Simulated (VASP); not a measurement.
SiCN: single point with PBE

SiCN:

```
Si C N
1.0
     5.19862    0.00000    0.00000
     0.00000    2.54726    0.00000
     0.00000    0.00000    6.18446
Si C N
4 4 4
Direct
  0.11800 0.25000 0.87000
  0.88200 0.75000 0.13000
  0.61800 0.25000 0.63000
  0.38200 0.75000 0.37000
  0.83500 0.25000 0.94000
  0.16500 0.75000 0.06000
  0.33500 0.25000 0.56000
  0.66500 0.75000 0.44000
  0.51500 0.25000 0.17500
  0.48500 0.75000 0.82500
  0.01500 0.25000 0.32500
  0.98500 0.75000 0.67500
```

```json
{
 "Program": "VASP 6.6.1",
 "Task": "single point",
 "Functional": "PBE",
 "Potentials or basis": "VASP PAW PBE potentials, release 64 (Si, C, N)",
 "Cutoff": "520 eV",
 "k mesh": "4 × 8 × 4",
 "Occupations": "gaussian, width 0.1 eV",
 "Spin": "no spin polarisation"
}
```

| Item | Value |
| --- | --- |
| Pressure | 123.4 GPa |
| Largest force | 15.311 eV/Å |
| Band gap on the k mesh | zero (bands 26 and 27 overlap by 1.74 eV) |

Forces in eV/Å, atoms in the order of the input:
```
Si   11.853   0.000  -9.691
Si  -11.853   0.000   9.691
Si   11.853   0.000   9.691
Si  -11.853   0.000  -9.691
C   -13.915   0.000  -0.979
C    13.915   0.000   0.979
C   -13.915   0.000   0.979
C    13.915   0.000  -0.979
N    -2.085   0.000   1.031
N     2.085   0.000  -1.031
N    -2.085   0.000  -1.031
N     2.085   0.000   1.031
```

Stress tensor (GPa, compression positive):
```
185.09   0.00   0.00
  0.00 100.68   0.00
  0.00   0.00  84.33
```

Levels at points of the mesh, in eV from the Fermi level:
| k point | band 23 | band 24 | band 25 | band 26 | band 27 | band 28 | band 29 | band 30 |
| --- | --- | --- | --- | --- | --- | --- | --- | --- |
| (0.00, 0.00, 0.00) | -0.94 | -0.84 | -0.23 | -0.02 | 0.30 | 1.14 | 1.49 | 1.58 |
| (0.50, 0.00, 0.00) | -0.65 | -0.65 | 0.15 | 0.15 | 1.08 | 1.08 | 1.97 | 1.97 |
| (0.00, 0.50, 0.00) | -1.78 | -1.78 | -0.64 | -0.64 | -0.43 | -0.43 | 1.14 | 1.14 |
| (0.50, 0.50, 0.00) | -2.58 | -2.58 | -1.23 | -1.23 | -1.23 | -1.23 | 0.36 | 0.36 |
| (0.00, 0.00, 0.50) | -0.19 | -0.19 | -0.01 | -0.01 | 0.37 | 0.37 | 1.30 | 1.30 |
| (0.50, 0.00, 0.50) | -1.19 | -1.19 | 0.02 | 0.02 | 1.81 | 1.81 | 1.99 | 1.99 |
| (0.00, 0.50, 0.50) | -1.93 | -1.93 | -0.91 | -0.91 | 0.43 | 0.43 | 0.66 | 0.66 |
| (0.50, 0.50, 0.50) | -2.32 | -2.32 | -0.52 | -0.52 | -0.52 | -0.52 | 0.35 | 0.35 |

Wall time 2.1 min on 1 thread of Intel Xeon 8259CL (shared host), peak memory 0.25 GiB.

Caveat: the stress differs along the axes, from 84 to 185 GPa; forces of over 1 eV/Å act on the atoms, so gaps and moduli don't describe the material at rest.
